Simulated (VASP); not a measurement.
# Zn in VASP: notebook

Runs on Zn. Level: PBE. Tasks: single point.

All numbers are computed with VASP 6.6.1; they aren't measurements. Logs are shortened: lines on timing, memory, paths and dates and some standing lists are left out, and cuts for length are marked.

## 1. The cell of the first run

The cell holds a sheet with vacuum, 2 atoms: a = 2.735 Å, b = 2.735 Å, c = 17.000 Å, α = 90.00°, β = 90.00°, γ = 120.00°.

The cell was built from a structure type or drawn by symmetry, and may not be a known phase.

## 2. Single point, PBE

INCAR reads:

```
PREC     = Accurate       # precision mode
ENCUT    = 520            # plane-wave cutoff, eV
EDIFF    = 1E-6           # SCF threshold, eV
ISMEAR   = 0              # smearing method
SIGMA    = 0.1            # smearing width, eV
LREAL    = False          # projectors in reciprocal space
LASPH    = True           # aspherical terms in the spheres
NELM     = 80             # most SCF steps
ALGO     = Normal         # electronic algorithm
ISIF     = 2              # what is computed and relaxed
LWAVE    = False          # write WAVECAR
LCHARG   = False          # write CHGCAR
LDIPOL   = True         
IDIPOL   = 3            
DIPOL    = 0.5 0.5 0.500
GGA      = PE             # functional
NBANDS   = 19             # bands
```

KPOINTS reads:

```
regular mesh
0
Gamma
  6 6 1
```

POSCAR reads:

```
Zn
1.0
    2.7352650000      0.0000000000      0.0000000000
   -1.3676330000      2.3688090000      0.0000000000
    0.0000000000      0.0000000000     17.0000000000
Zn
2
Direct
    0.0000000000      0.0000000000      0.5619336500
    0.0000000000      0.0000000000      0.4380663500
```

Potentials or basis: VASP PAW PBE potentials, release 64 (Zn).

Started as:

```bash
$ cat potpaw_PBE.64/Zn/POTCAR > POTCAR
$ mpirun -np 1 vasp_std > vasp.out
```

OUTCAR:

```text
PREC = Accurate
   ENCUT = 520
   EDIFF = 1E-6
   ISMEAR = 0
   LREAL = False
   LASPH = True
   NELM = 80
   ISIF = 2
   GGA = PE

 ion  position               nearest neighbor table
   1  0.000  0.000  0.562-   2 2.11
   2  0.000  0.000  0.438-   1 2.11

  LATTYP: Found a hexagonal cell.
 ALAT       =     2.7352650000
 C/A-ratio  =     6.2151199244

  Lattice vectors:

 A1 = (   2.7352650000,   0.0000000000,   0.0000000000)
 A2 = (  -1.3676330000,   2.3688090000,   0.0000000000)
 A3 = (   0.0000000000,   0.0000000000,  17.0000000000)

Analysis of symmetry for initial positions (statically):
=====================================================================
 Subroutine PRICEL returns:
 Original cell was already a primitive cell.

 Routine SETGRP: Setting up the symmetry group for a
 hexagonal supercell.

 Subroutine GETGRP returns: Found 24 space group operations
 (whereof 24 operations were pure point group operations)
 out of a pool of 24 trial point group operations.

The static configuration has the point symmetry D_6h.

Analysis of symmetry for dynamics (positions and initial velocities):
=====================================================================
 Subroutine PRICEL returns:
 Original cell was already a primitive cell.

 Routine SETGRP: Setting up the symmetry group for a
 hexagonal supercell.

 Subroutine GETGRP returns: Found 24 space group operations
 (whereof 24 operations were pure point group operations)
 out of a pool of 24 trial point group operations.

The dynamic configuration has the point symmetry D_6h.

 Subroutine INISYM returns: Found 24 space group operations
 (whereof 24 operations are pure point group operations),
 and found     1 'primitive' translations

----------------------------------------------------------------------------------------

                                     Primitive cell

  volume of cell :     110.1484

  direct lattice vectors                    reciprocal lattice vectors
     2.735265000  0.000000000  0.000000000     0.365595290  0.211076614  0.000000000
    -1.367633000  2.368809000  0.000000000     0.000000000  0.422153074  0.000000000
     0.000000000  0.000000000 17.000000000     0.000000000  0.000000000  0.058823529

  length of vectors
     2.735265000  2.735265271 17.000000000     0.422153115  0.422153074  0.058823529

[... 61 lines left out ...]
   NELM   =     80;   NELMIN=  2; NELMDL= -5     # of ELM steps
   EDIFF  = 0.1E-05   stopping-criterion for ELM
   LREAL  =      F    real-space projection
   EDIFFG = 0.1E-04   stopping-criterion for IOM
   NSW    =      0    number of steps for IOM
   IBRION =     -1    ionic relax: 0-MD 1-quasi-New 2-CG
   NFREE  =      0    steps in history (QN), initial steepest desc. (CG)
   ISIF   =      2    stress and relaxation
   ISYM   =      2    0-nonsym 1-usesym 2-fastsym
   POTIM  = 0.5000    time-step for ionic-motion
   TEBEG  =    0.0;   TEEND  =   0.0 temperature during run
   PSTRESS=    0.0 pullay stress
   NELECT =      24.0000    total number of electrons
   NUPDOWN=      -1.0000    fix difference up-down
   EMIN   =  10.00;   EMAX   =-10.00  energy-range for DOS
   EFERMI =   0.00;   METHOD = LEGACY
   ISMEAR =     0;   SIGMA  =   0.10  broadening in eV -4-tet -1-fermi 0-gaus
   EFERMI_NEDOS =   21; number of points for ismear=-14 and -15
   IALGO  =     38    algorithm
   IMIX   =      4    mixing-type and parameters
     AMIX     =   0.40;   BMIX     =  1.00
     AMIX_MAG =   1.60;   BMIX_MAG =  1.00
  volume/ion in A,a.u.               =      55.07       371.66
  Fermi-wavevector in a.u.,A,eV,Ry     =   0.985112  1.861593 13.203725  0.970446
  Thomas-Fermi vector in A             =   2.116395
   LORBIT       =      0    0 simple, 1 ext, 2 COOP (PROOUT), +10 PAW based schemes
   GGA     = PE    functional components
   LHFCALC =     F    Hartree Fock is set to
   AEXX    =    0.0000 exact exchange contribution
   IVDW    =     0    specifies the selected vdW correction
   LEPSILON=     F    determine dielectric tensor
   LRPA    =     F    only Hartree local field effects (RPA)
 non-spin polarized calculation
 Gauss-broadening in eV      SIGMA  =   0.10
  energy-cutoff  :      520.00
  volume of cell :      110.15
 maximum number of plane-waves:      2982
   NGX = 11   NGY = 11   NGZ = 63

 number of electron      23.9999994 magnetization

 dipolmoment           0.000000      0.000000     -0.000000 electrons x Angstroem

 Free energy of the ion-electron system (eV)
  ---------------------------------------------------
  ext. energy  EPLUGINS =         0.00000000
  ---------------------------------------------------
  free energy    TOTEN  =        -0.69726356 eV

  energy without entropy =       -0.67877179  energy(sigma->0) =       -0.68801768

 E-fermi :  -2.5211     XC(G=0):  -4.1297

 val. band max:       -2.5361366816   @ k =   0.3333   0.1667   0.0000
 cond. band min:      -2.0066801618   @ k =   0.3333   0.3333   0.0000
 fundamental gap:      0.5294565199
 Fermi energy:        -2.5211356779

 k-point     1 :       0.0000    0.0000    0.0000
  band No.  band energies     occupation
      1     -12.2724      2.00000
      2     -11.2242      2.00000
      3     -10.6371      2.00000
      4     -10.3054      2.00000
      5     -10.3054      2.00000
      6     -10.2573      2.00000
[... 131 lines left out ...]
      6     -10.0723      2.00000
[... 11 lines left out ...]
     18       7.3725      0.00000
     19       7.3725      0.00000

------------------------ aborting loop because EDIFF is reached ----------------------------------------

 vacuum level on the upper side and lower side of the slab       (xc-potential included)        -0.008        -0.008

  FORCE on cell =-STRESS in cart. coord.  units (eV):
  Direction    XX          YY          ZZ          XY          YZ          ZX
  --------------------------------------------------------------------------------------
  -------------------------------------------------------------------------------------
  Total       -1.0184667     -1.0184667      9.2231624      0.0000002     -0.0000000      0.0000000
  in kB      -14.8142287    -14.8142290    134.1566062      0.0000031     -0.0000000      0.0000000
  external PRESSURE =      34.8427161 kB  Pullay stress =       0.0000000 kB

 VOLUME and BASIS-vectors are now :
 -----------------------------------------------------------------------------
  energy-cutoff  :      520.00
  volume of cell :      110.15
      direct lattice vectors                 reciprocal lattice vectors
     2.735265000  0.000000000  0.000000000     0.365595290  0.211076614  0.000000000
    -1.367633000  2.368809000  0.000000000     0.000000000  0.422153074  0.000000000
     0.000000000  0.000000000 17.000000000     0.000000000  0.000000000  0.058823529

 POSITION                                       TOTAL-FORCE (eV/Angst)
 -----------------------------------------------------------------------------------
      0.00000      0.00000      9.55287         0.000000     -0.000000      4.378682
      0.00000      0.00000      7.44713        -0.000000      0.000000     -4.378682
 -----------------------------------------------------------------------------------
    total drift:                               -0.000000      0.000000      0.000000

  FREE ENERGIE OF THE ION-ELECTRON SYSTEM (eV)
  ---------------------------------------------------
  free  energy   TOTEN  =        -0.6972635640 eV

  energy  without entropy=       -0.6787717897  energy(sigma->0) =       -0.68801768

 vacuum level on the upper side and lower side of the slab         2.209         2.209
```

stdout:

```text
POSCAR found type information on POSCAR Zn
 POSCAR found :  1 types and       2 ions
 scaLAPACK will be used
 LDA part: xc-table for (Slater+PW92), standard interpolation
 POSCAR, INCAR and KPOINTS ok, starting setup
 FFT: planning ... GRIDC
 FFT: planning ... GRID_SOFT
 FFT: planning ... GRID
 WAVECAR not read
 entering main loop
```

Wall time 24 s (1 thread of Intel Xeon 8259CL, shared host); peak memory 0.21 GiB.

Results:

- Free energy: -0.6973 eV
- Largest force: 4.379 eV/Å
- Band gap on the k mesh: zero (bands 12 and 13 overlap by 1.61 eV)

Forces on the atoms (eV/Å):
```
Zn   0.000  0.000  4.379
Zn   0.000  0.000 -4.379
```

Caveat: the k points lie up to 0.44 Å⁻¹ apart, too coarse for converged energies and pressures of a metal.

## 3. Single point, PBE

This run uses another cell than the first one.

INCAR reads:

```
PREC = Accurate
ENCUT = 520
EDIFF = 1E-6
ISMEAR = 0
SIGMA = 0.1
LREAL = False
LASPH = True
NELM = 60
ALGO = Normal
ISIF = 2
LWAVE = False
LCHARG = False
LDIPOL = True
IDIPOL = 3
DIPOL = 0.5 0.5 0.303
GGA = PE
NBANDS = 19
```

KPOINTS reads:

```
Automatic mesh
0
Gamma
  6 6 1
```

POSCAR reads:

```
Zn
1.0
    2.5648425038      0.0000002707      0.0000000000
   -1.2824214863      2.2212186296      0.0000000000
    0.0000000000      0.0000000000     28.0114882000
Zn
2
Direct
    0.0000000000      0.0000000000      0.3579466082
    0.0000000000      0.0000000000      0.2489472448
```

Potentials or basis: VASP PAW PBE potentials, release 64 (Zn).

Started as:

```bash
$ cat potpaw_PBE.64/Zn/POTCAR > POTCAR
$ mpirun -np 1 vasp_std > vasp.out
```

Wall time 47 s (1 thread of Intel Xeon 8259CL, shared host); peak memory 0.26 GiB.

The run converged. Its results:

```
Free energy            : -1.9417 eV
Band gap on the k mesh : zero (bands 12 and 13 overlap by 4.23 eV)
```

Levels at points of the mesh, in eV from the Fermi level:
```csv
k point,band 10,band 11,band 12,band 13,band 14,band 15
"(0.00, 0.00, 0.00)",-6.32,-6.32,-5.62,-1.52,1.86,4.19
"(0.50, 0.00, 0.00)",-5.98,-0.78,0.35,0.99,2.69,5.57
```

Caveat: the k points lie up to 0.47 Å⁻¹ apart, too coarse for converged energies and pressures of a metal.

## 4. Single point, PBE

This run uses another cell than the first one.

Changes to INCAR since step 3:

```diff
@@ -7,3 +7,3 @@
 LASPH = True
-NELM = 60
+NELM = 100
 ALGO = Normal
```

KPOINTS reads:

```
Automatic mesh
0
Gamma
  24 24 1
```

POSCAR is that of step 3.

Started as:

```bash
$ cat potpaw_PBE.64/Zn/POTCAR > POTCAR
$ mpirun -np 1 vasp_std > vasp.out
```

It took 5.3 min on 1 thread of Intel Xeon 8259CL, shared host; peak memory 0.37 GiB.

The run converged. Its results:

```yaml
Free_energy: -1.8585 eV
Largest_force: 0.083 eV/Å
Band_gap_on_the_k_mesh: zero (bands 12 and 13 overlap by 4.29 eV)
```

Forces in eV/Å, atoms in the order of the input:
```
Zn   0.000  0.000 -0.083
Zn   0.000  0.000  0.083
```

Levels at points of the mesh, in eV from the Fermi level:
```
           k point  band 9  band 10  band 11  band 12  band 13  band 14  band 15  band 16
(0.00, 0.00, 0.00)   -6.92    -6.88    -6.88    -6.17    -2.05     1.33     3.67     4.07
(0.50, 0.00, 0.00)   -6.55    -6.55    -1.32    -0.19     0.46     2.14     5.04     7.65
```

## 5. Single point, PBE

This run uses another cell than the first one.

INCAR reads:

```
PREC = Accurate
ENCUT = 520
EDIFF = 1E-7
ISMEAR = 0
SIGMA = 0.1
LREAL = False
LASPH = True
NELM = 80
ALGO = Normal
ISIF = 2
LWAVE = False
LCHARG = False
LDIPOL = True
IDIPOL = 3
DIPOL = 0.5 0.5 0.284
GGA = PE
NBANDS = 19
```

KPOINTS reads:

```
regular mesh
0
Gamma
  24 24 1
```

POSCAR reads:

```
Zn
1.0
    2.5574698433      0.0000002699      0.0000000000
   -1.2787351554      2.2148337188      0.0000000000
    0.0000000000      0.0000000000     29.9064687634
Zn
2
Direct
    0.0000000000      0.0000000000      0.3337210826
    0.0000000000      0.0000000000      0.2347178106
```

Started as:

```bash
$ cat potpaw_PBE.64/Zn/POTCAR > POTCAR
$ mpirun -np 1 vasp_std > vasp.out
```

Wall time 7.1 min (1 thread of Intel Xeon 8259CL, shared host); peak memory 0.38 GiB.

The run converged. Its results:

```
Free energy            : -1.8622 eV
Largest force          : 0.006 eV/Å
Band gap on the k mesh : zero (bands 12 and 13 overlap by 4.40 eV)
```

Forces on the atoms (eV/Å):
```
Zn   0.000  0.000  0.006
Zn   0.000  0.000 -0.006
```

Levels at points of the mesh, in eV from the Fermi level:
| k point | band 10 | band 11 | band 12 | band 13 | band 14 | band 15 |
| --- | --- | --- | --- | --- | --- | --- |
| (0.00, 0.00, 0.00) | -6.95 | -6.95 | -6.17 | -2.13 | 1.45 | 3.67 |
| (0.50, 0.00, 0.00) | -6.62 | -1.47 | -0.19 | 0.32 | 2.19 | 5.00 |

## 6. Summary

```tsv
cell	k mesh	gap on the mesh (eV)	largest force (eV/Å)
a = 2.735, b = 2.735, c = 17.000 Å, angles 90.0, 90.0, 120.0°, 2 atoms, atomic positions A	6 × 6 × 1	none	4.38
a = 2.565, b = 2.565, c = 28.011 Å, angles 90.0, 90.0, 120.0°, 2 atoms, atomic positions B	6 × 6 × 1	none	-
a = 2.565, b = 2.565, c = 28.011 Å, angles 90.0, 90.0, 120.0°, 2 atoms, atomic positions B	24 × 24 × 1	none	0.08
a = 2.557, b = 2.557, c = 29.906 Å, angles 90.0, 90.0, 120.0°, 2 atoms, atomic positions C	24 × 24 × 1	none	0.01
```

Alike in all rows: task single point; level PBE; potentials or basis VASP PAW PBE potentials, release 64 (Zn); no spin polarisation; cutoff (eV) 520; smearing gaussian 0.1 eV.

Caveats: some runs use coarse meshes.

Total energies depend on the potentials used, so only differences within one code and one set of settings carry meaning.
